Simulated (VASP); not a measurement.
A run of VASP 6.6.1 is set up as follows.

Contents of POSCAR:

```
ZnSe
1.0
    0.0000000000      2.7885351440      2.7885351440
    2.7885351440      0.0000000000      2.7885351440
    2.7885351440      2.7885351440      0.0000000000
Zn Se
1 1
Direct
    0.0000000000      0.0000000000      0.0000000000
    0.2500000000      0.2500000000      0.2500000000
```

File INCAR.step1:

```
ALGO = Normal
EDIFF = 1E-8
ENCUT = 500
GGA = PS
ISMEAR = 0
LASPH = T
LCHARG = F
LREAL = F
LWAVE = T
NELM = 100
PREC = Accurate
SIGMA = 0.01
```

INCAR.step2

```
ALGO = Exact
EDIFF = 1E-8
ENCUT = 500
GGA = PS
ISMEAR = 0
ISTART = 1
LASPH = T
LCHARG = F
LOPTICS = T
LREAL = F
LWAVE = T
NBANDS = 107
NELM = 1
PREC = Accurate
SIGMA = 0.01
```

INCAR.step3

```
ALGO = EVGW0
EDIFF = 1E-8
ENCUT = 500
ENCUTGW = 100.0
GGA = PS
ISMEAR = 0
ISTART = 1
LASPH = T
LCHARG = F
LREAL = F
LWAVE = F
NBANDS = 107
NBANDSGW = 17
NELMGW = 1
NOMEGA = 48
PREC = Accurate
PRECFOCK = Fast
SIGMA = 0.01
```

KPOINTS

```
k-points
0
Gamma
  4 4 4
```

Potentials or basis: VASP PAW PBE potentials, release 64 (Zn_GW, Se_GW).

Launch:

```bash
$ cat potpaw_PBE.64/Zn_GW/POTCAR potpaw_PBE.64/Se_GW/POTCAR > POTCAR
$ cp INCAR.step1 INCAR
$ mpirun -np 1 vasp_std > vasp.out
$ cp INCAR.step2 INCAR
$ mpirun -np 1 vasp_std > vasp.out
$ cp INCAR.step3 INCAR
$ mpirun -np 1 vasp_std > vasp.out
```

(1) What does it give for the quasiparticle gap?

(2) Predict the least direct quasiparticle gap.

(3) Predict the band gap on the k mesh, mean-field level.

Answers

(1) 2.59 eV.

(2) 2.59 eV.

(3) 1.34 eV, direct.

Caveat: the k points lie up to 0.49 Å⁻¹ apart; bands, screening cutoff and mesh are small and nothing is extrapolated, so the quasiparticle values aren't converged.
